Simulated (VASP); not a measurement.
Set up this calculation in VASP 6.6.1, as the native input.

```yaml
Task: relaxation of the atoms
Functional: PBE
Potentials_or_basis: VASP PAW PBE potentials, release 64 (Pt, S)
Cutoff: 520 eV
k_mesh: 12 × 12 × 6
Occupations: gaussian, width 0.05 eV
Spin: no spin polarisation
Dipole_correction: no
Further_INCAR_settings: ALGO = Normal; EDIFF = 1e-06; IBRION = 2; EDIFFG = -0.01; NSW = 50
```

The structure of PtS2 lies in POSCAR:

```
PtS2
1.0
    3.5367986098      0.0000000000      0.0000000000
   -1.7683993049      3.0629574441      0.0000000000
    0.0000000000      0.0000000000      7.7066841707
Pt S
1 2
Direct
    0.0000000000      0.0000000000      0.0000000000
    0.3333333333      0.6666666667      0.1889525212
    0.6666666667      0.3333333333      0.8110474788
```

One way to write it, as run:

INCAR

```
PREC = Accurate
ENCUT = 520
EDIFF = 1E-6
ISMEAR = 0
SIGMA = 0.05
LREAL = False
LASPH = True
NELM = 60
ALGO = Normal
ISIF = 2
LWAVE = False
LCHARG = False
GGA = PE
IBRION = 2
NSW = 50
EDIFFG = -0.01
```

KPOINTS

```
Automatic mesh
0
Gamma
  12 12 6
```

Potentials or basis: VASP PAW PBE potentials, release 64 (Pt, S).

Run with:

```sh
$ cat potpaw_PBE.64/Pt/POTCAR potpaw_PBE.64/S/POTCAR > POTCAR
$ mpirun -np 1 vasp_std > vasp.out
```

It gave:

```json
{
 "Energy gained by relaxing": "163.0 meV/atom",
 "Ionic steps": "3",
 "Pressure after relaxing": "0.8 GPa",
 "Largest force after relaxing": "0.010 eV/Å",
 "Band gap on the k mesh": "1.73 eV (least direct gap 1.87 eV)"
}
```

Caveat: spin-orbit coupling is left out, which moves the levels of the heavy elements; this functional lacks dispersion, which binds the layers, so the pressure and a relaxed spacing across them are unreliable.

Wall time 6.9 min on 1 thread of Oxide Virtual Turin-like Processor, with other jobs on the host, peak memory 0.26 GiB.
